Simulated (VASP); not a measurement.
# Sr5I2 (P4/mmm) in VASP: single point with PBE

Aim: the single point of Sr5I2 with PBE.

All numbers are computed with VASP 6.6.1; they aren't measurements. Logs are shortened: lines on timing, memory, paths and dates and some standing lists are left out, and cuts for length are marked.

**1. The cell of the first run**

Symmetry: P4/mmm, No. 123, tetragonal system. Conventional cell: a = 5.508 Å, b = 5.508 Å, c = 15.894 Å, α = 90.00°, β = 90.00°, γ = 90.00°. Within 4.6 Å of Sr (site symmetry 2mm) lie 2 I at 3.51 Å and 6 Sr at 3.89 to 4.39 Å. Sr (site symmetry 4/mmm) has 12 Sr at 4.39 to 5.51 Å and 2 I at 5.60 Å within 5.8 Å. Within 4.8 Å of I (site symmetry 4mm) lie 4 Sr at 3.51 Å and 1 I at 4.70 Å.

The cell was generated, and may not be a known phase.

**2. Single point, PBE**

INCAR reads:

```
SYSTEM = Sr5I2
PREC = Accurate
ENCUT = 520
EDIFF = 1E-6
ISMEAR = 0
SIGMA = 0.1
LREAL = .False.
LASPH = .True.
NELM = 80
ALGO = Normal
ISIF = 2
LWAVE = .False.
LCHARG = .False.
GGA = PE
NBANDS = 41
```

KPOINTS reads:

```
Automatic mesh
0
Gamma
  8 8 4
  0 0 0
```

POSCAR reads:

```
Sr5I2
1.0
    5.5079160592      0.0000000000      0.0000000000
    0.0000000000      5.5079160592      0.0000000000
    0.0000000000      0.0000000000     15.8940726596
Sr I
5 2
Direct
    0.0000000000      0.5000000000      0.2845932398
    0.5000000000      0.0000000000      0.7154067602
    0.0000000000      0.5000000000      0.7154067602
    0.5000000000      0.0000000000      0.2845932398
    0.5000000000      0.5000000000      0.5000000000
    0.5000000000      0.5000000000      0.8520986405
    0.5000000000      0.5000000000      0.1479013595
```

Potentials or basis: VASP PAW PBE potentials, release 64 (Sr_sv, I).

On the command line:

```
$ cat potpaw_PBE.64/Sr_sv/POTCAR potpaw_PBE.64/I/POTCAR > POTCAR
$ mpirun -np 1 vasp_std > vasp.out
```

OUTCAR:

```text
SYSTEM = Sr5I2
   PREC = Accurate
   ENCUT = 520
   EDIFF = 1E-6
   ISMEAR = 0
   LREAL = .False.
   LASPH = .True.
   NELM = 80
   ISIF = 2
   GGA = PE

 ion  position               nearest neighbor table
   1  0.000  0.500  0.285-   7 3.51   7 3.51   4 3.89   4 3.89   4 3.89   4 3.89   5 4.39   5 4.39

   2  0.500  0.000  0.715-   6 3.51   6 3.51   3 3.89   3 3.89   3 3.89   3 3.89   5 4.39   5 4.39

   3  0.000  0.500  0.715-   6 3.51   6 3.51   2 3.89   2 3.89   2 3.89   2 3.89   5 4.39   5 4.39

   4  0.500  0.000  0.285-   7 3.51   7 3.51   1 3.89   1 3.89   1 3.89   1 3.89   5 4.39   5 4.39

   5  0.500  0.500  0.500-   1 4.39   2 4.39   3 4.39   4 4.39   2 4.39   4 4.39   1 4.39   3 4.39

   6  0.500  0.500  0.852-   2 3.51   3 3.51   2 3.51   3 3.51
   7  0.500  0.500  0.148-   1 3.51   4 3.51   4 3.51   1 3.51

  LATTYP: Found a simple tetragonal cell.
 ALAT       =     5.5079160592
 C/A-ratio  =     2.8856780838

  Lattice vectors:

 A1 = (   5.5079160592,   0.0000000000,   0.0000000000)
 A2 = (   0.0000000000,   5.5079160592,   0.0000000000)
 A3 = (   0.0000000000,   0.0000000000,  15.8940726596)

Analysis of symmetry for initial positions (statically):
=====================================================================
 Subroutine PRICEL returns:
 Original cell was already a primitive cell.

 Routine SETGRP: Setting up the symmetry group for a
 simple tetragonal supercell.

 Subroutine GETGRP returns: Found 16 space group operations
 (whereof 16 operations were pure point group operations)
 out of a pool of 16 trial point group operations.

The static configuration has the point symmetry D_4h.

Analysis of symmetry for dynamics (positions and initial velocities):
=====================================================================
 Subroutine PRICEL returns:
 Original cell was already a primitive cell.

 Routine SETGRP: Setting up the symmetry group for a
 simple tetragonal supercell.

 Subroutine GETGRP returns: Found 16 space group operations
 (whereof 16 operations were pure point group operations)
 out of a pool of 16 trial point group operations.

The dynamic configuration has the point symmetry D_4h.

 Subroutine INISYM returns: Found 16 space group operations
 (whereof 16 operations are pure point group operations),
 and found     1 'primitive' translations

----------------------------------------------------------------------------------------

                                     Primitive cell

  volume of cell :     482.1807

  direct lattice vectors                    reciprocal lattice vectors
     5.507916059  0.000000000  0.000000000     0.181556870  0.000000000  0.000000000
     0.000000000  5.507916059  0.000000000     0.000000000  0.181556870  0.000000000
     0.000000000  0.000000000 15.894072660     0.000000000  0.000000000  0.062916536

  length of vectors
     5.507916059  5.507916059 15.894072660     0.181556870  0.181556870  0.062916536

  position of ions in fractional coordinates (direct lattice)
     0.000000000  0.500000000  0.284593240
     0.500000000  0.000000000  0.715406760
     0.000000000  0.500000000  0.715406760
     0.500000000  0.000000000  0.284593240
     0.500000000  0.500000000  0.500000000
     0.500000000  0.500000000  0.852098641
     0.500000000  0.500000000  0.147901359

  ion indices of the primitive-cell ions
   primitive index   ion index
                 1           1
                 2           2
                 3           3
                 4           4
                 5           5
                 6           6
                 7           7

----------------------------------------------------------------------------------------

 KPOINTS: Automatic mesh

Automatic generation of k-mesh.
 Grid dimensions read from file:
 generate k-points for:    8    8    4

 Generating k-lattice:

  Cartesian coordinates                     Fractional coordinates (reciprocal lattice)
     0.022694609  0.000000000  0.000000000     0.125000000  0.000000000  0.000000000
     0.000000000  0.022694609  0.000000000     0.000000000  0.125000000  0.000000000
     0.000000000  0.000000000  0.015729134     0.000000000  0.000000000  0.250000000

  Length of vectors
     0.022694609  0.022694609  0.015729134

  Shift w.r.t. Gamma in fractional coordinates (k-lattice)
     0.000000000  0.000000000  0.000000000

 Subroutine IBZKPT returns following result:
 ===========================================

 Found     45 irreducible k-points:

 Following reciprocal coordinates:
            Coordinates               Weight
  0.000000  0.000000  0.000000      1.000000
  0.125000  0.000000  0.000000      4.000000
  0.250000  0.000000  0.000000      4.000000
  0.375000  0.000000  0.000000      4.000000
  0.500000  0.000000  0.000000      2.000000
  0.125000  0.125000  0.000000      4.000000
[... 16 lines left out ...]
  0.375000  0.125000  0.250000     16.000000
  0.500000  0.125000  0.250000      8.000000
 [... further k-points ...]
   k-points           NKPTS =     45   k-points in BZ     NKDIM =     45   number of bands    NBANDS=     41
   number of dos      NEDOS =    301   number of ions     NIONS =      7
   total plane-waves  NPLWV = 211680
   dimension x,y,z NGX =    42 NGY =   42 NGZ =  120
   dimension x,y,z NGXF=    84 NGYF=   84 NGZF=  240
   ions per type =               5   2
   NGX,Y,Z   is equivalent  to a cutoff of  12.68, 12.68, 12.55 a.u.
   NGXF,Y,Z  is equivalent  to a cutoff of  25.35, 25.35, 25.10 a.u.
 SYSTEM =  Sr5I2
   PREC   = accura    normal or accurate (medium, high low for compatibility)
   ISTART =      0    job   : 0-new  1-cont  2-samecut
   ICHARG =      2    charge: 1-file 2-atom 10-const
   ISPIN  =      1    spin polarized calculation?
   LNONCOLLINEAR =      F non collinear calculations
   LSORBIT =      F    spin-orbit coupling
   LASPH  =      T    aspherical Exc in radial PAW
   ENCUT  =  520.0 eV  38.22 Ry    6.18 a.u.  10.24 10.24 29.55*2*pi/ulx,y,z
   NELM   =     80;   NELMIN=  2; NELMDL= -5     # of ELM steps
   EDIFF  = 0.1E-05   stopping-criterion for ELM
   LREAL  =      F    real-space projection
   EDIFFG = 0.1E-04   stopping-criterion for IOM
   NSW    =      0    number of steps for IOM
   IBRION =     -1    ionic relax: 0-MD 1-quasi-New 2-CG
   NFREE  =      0    steps in history (QN), initial steepest desc. (CG)
   ISIF   =      2    stress and relaxation
   ISYM   =      2    0-nonsym 1-usesym 2-fastsym
   POTIM  = 0.5000    time-step for ionic-motion
   TEBEG  =    0.0;   TEEND  =   0.0 temperature during run
   PSTRESS=    0.0 pullay stress
   NELECT =      64.0000    total number of electrons
   NUPDOWN=      -1.0000    fix difference up-down
   EMIN   =  10.00;   EMAX   =-10.00  energy-range for DOS
   EFERMI =   0.00;   METHOD = LEGACY
   ISMEAR =     0;   SIGMA  =   0.10  broadening in eV -4-tet -1-fermi 0-gaus
   EFERMI_NEDOS =   21; number of points for ismear=-14 and -15
   IALGO  =     38    algorithm
   IMIX   =      4    mixing-type and parameters
     AMIX     =   0.40;   BMIX     =  1.00
     AMIX_MAG =   1.60;   BMIX_MAG =  1.00
  volume/ion in A,a.u.               =      68.88       464.85
  Fermi-wavevector in a.u.,A,eV,Ry     =   0.835087  1.578085  9.488291  0.697370
  Thomas-Fermi vector in A             =   1.948586
   LORBIT       =      0    0 simple, 1 ext, 2 COOP (PROOUT), +10 PAW based schemes
   GGA     = PE    functional components
   LHFCALC =     F    Hartree Fock is set to
   AEXX    =    0.0000 exact exchange contribution
   IVDW    =     0    specifies the selected vdW correction
   LEPSILON=     F    determine dielectric tensor
   LRPA    =     F    only Hartree local field effects (RPA)
 non-spin polarized calculation
 Gauss-broadening in eV      SIGMA  =   0.10
  energy-cutoff  :      520.00
  volume of cell :      482.18
 maximum number of plane-waves:     13048
 NGX is ok and might be reduce to    42
   NGX = 21   NGY = 21   NGZ = 59

 number of electron      64.0000000 magnetization

 Free energy of the ion-electron system (eV)
  ---------------------------------------------------
  ext. energy  EPLUGINS =         0.00000000
  ---------------------------------------------------
  free energy    TOTEN  =       -13.85261964 eV

  energy without entropy =      -13.80941814  energy(sigma->0) =      -13.83101889

 E-fermi :   1.1890     XC(G=0):  -6.1687

 val. band max:        1.1884589532   @ k =   0.1250   0.0000   0.0000
 cond. band min:       1.2034937481   @ k =   0.1250   0.1250   0.0000
 fundamental gap:      0.0150347949
 Fermi energy:         1.1890484724

 k-point     1 :       0.0000    0.0000    0.0000
  band No.  band energies     occupation
      1     -36.0113      2.00000
      2     -35.8961      2.00000
      3     -35.8960      2.00000
      4     -35.8653      2.00000
      5     -35.8653      2.00000
      6     -18.0121      2.00000
[... 33 lines left out ...]
     40       2.4493      0.00000
     41       2.6453      0.00000

 k-point     2 :       0.1250    0.0000    0.0000
  band No.  band energies     occupation
      1     -36.0113      2.00000
      2     -35.8949      2.00000
      3     -35.8949      2.00000
      4     -35.8664      2.00000
      5     -35.8664      2.00000
      6     -18.0126      2.00000
[... 33 lines left out ...]
     40       2.5230      0.00000
     41       2.6705      0.00000

 k-point     3 :       0.2500    0.0000    0.0000
  band No.  band energies     occupation
      1     -36.0113      2.00000
      2     -35.8916      2.00000
      3     -35.8915      2.00000
      4     -35.8698      2.00000
      5     -35.8698      2.00000
      6     -18.0142      2.00000
[... 875 lines left out ...]
      2     -35.8861      2.00000
      3     -35.8860      2.00000
      4     -35.8752      2.00000
      5     -35.8752      2.00000
      6     -18.0164      2.00000
[... 33 lines left out ...]
     40       2.7192      0.00000
     41       2.9287      0.00000

 k-point    24 :       0.5000    0.1250    0.2500
  band No.  band energies     occupation
      1     -36.0112      2.00000
      2     -35.8806      2.00000
      3     -35.8806      2.00000
      4     -35.8806      2.00000
      5     -35.8806      2.00000
      6     -18.0171      2.00000
[... 33 lines left out ...]
     40       2.5806      0.00000
     41       2.8487      0.00000

 [... further k-points ...]

------------------------ aborting loop because EDIFF is reached ----------------------------------------

  FORCE on cell =-STRESS in cart. coord.  units (eV):
  Direction    XX          YY          ZZ          XY          YZ          ZX
  --------------------------------------------------------------------------------------
  -------------------------------------------------------------------------------------
  Total        0.0494948      0.0494948      0.0617513      0.0000000      0.0000000     -0.0000000
  in kB        0.1644601      0.1644601      0.2051858      0.0000000      0.0000000     -0.0000000
  external PRESSURE =       0.1780353 kB  Pullay stress =       0.0000000 kB

 VOLUME and BASIS-vectors are now :
 -----------------------------------------------------------------------------
  energy-cutoff  :      520.00
  volume of cell :      482.18
      direct lattice vectors                 reciprocal lattice vectors
     5.507916059  0.000000000  0.000000000     0.181556870  0.000000000  0.000000000
     0.000000000  5.507916059  0.000000000     0.000000000  0.181556870  0.000000000
     0.000000000  0.000000000 15.894072660     0.000000000  0.000000000  0.062916536

 POSITION                                       TOTAL-FORCE (eV/Angst)
 -----------------------------------------------------------------------------------
      0.00000      2.75396      4.52335        -0.000000     -0.000000      0.003533
      2.75396      0.00000     11.37073         0.000000      0.000000     -0.003533
      0.00000      2.75396     11.37073         0.000000     -0.000000     -0.003533
      2.75396      0.00000      4.52335        -0.000000      0.000000      0.003533
      2.75396      2.75396      7.94704         0.000000      0.000000      0.000000
      2.75396      2.75396     13.54332         0.000000      0.000000      0.009837
      2.75396      2.75396      2.35075         0.000000      0.000000     -0.009837
 -----------------------------------------------------------------------------------
    total drift:                                0.000000     -0.000000      0.000000

  FREE ENERGIE OF THE ION-ELECTRON SYSTEM (eV)
  ---------------------------------------------------
  free  energy   TOTEN  =       -13.8526196410 eV

  energy  without entropy=      -13.8094181364  energy(sigma->0) =      -13.83101889
```

It took 29 min on 1 thread of Intel Xeon 8259CL, shared host; peak memory 0.97 GiB.

Results:

* Free energy: -13.8526 eV
* Pressure: 0.0 GPa
* Largest force: 0.010 eV/Å
* Band gap on the k mesh: zero (bands 32 and 33 overlap by 0.33 eV)

Forces in eV/Å, atoms in the order of the input:
```
Sr   0.000  0.000  0.004
Sr   0.000  0.000 -0.004
Sr   0.000  0.000 -0.004
Sr   0.000  0.000  0.004
Sr   0.000  0.000  0.000
I    0.000  0.000  0.010
I    0.000  0.000 -0.010
```

Levels at points of the mesh, in eV from the Fermi level:
```csv
k point,band 30,band 31,band 32,band 33,band 34,band 35
"(0.00, 0.00, 0.00)",-1.84,-0.92,-0.01,0.09,0.55,0.58
"(0.50, 0.00, 0.00)",-1.10,-0.83,-0.53,0.34,0.56,0.66
"(0.50, 0.50, 0.00)",-0.33,-0.33,-0.23,-0.23,-0.09,0.08
"(0.00, 0.00, 0.50)",-1.93,-0.90,-0.07,0.23,0.55,0.58
"(0.50, 0.00, 0.50)",-1.09,-0.84,-0.60,0.34,0.61,0.66
"(0.50, 0.50, 0.50)",-0.31,-0.31,-0.25,-0.25,-0.09,0.07
```

Caveat: spin-orbit coupling is left out, which moves the levels of the heavy elements.
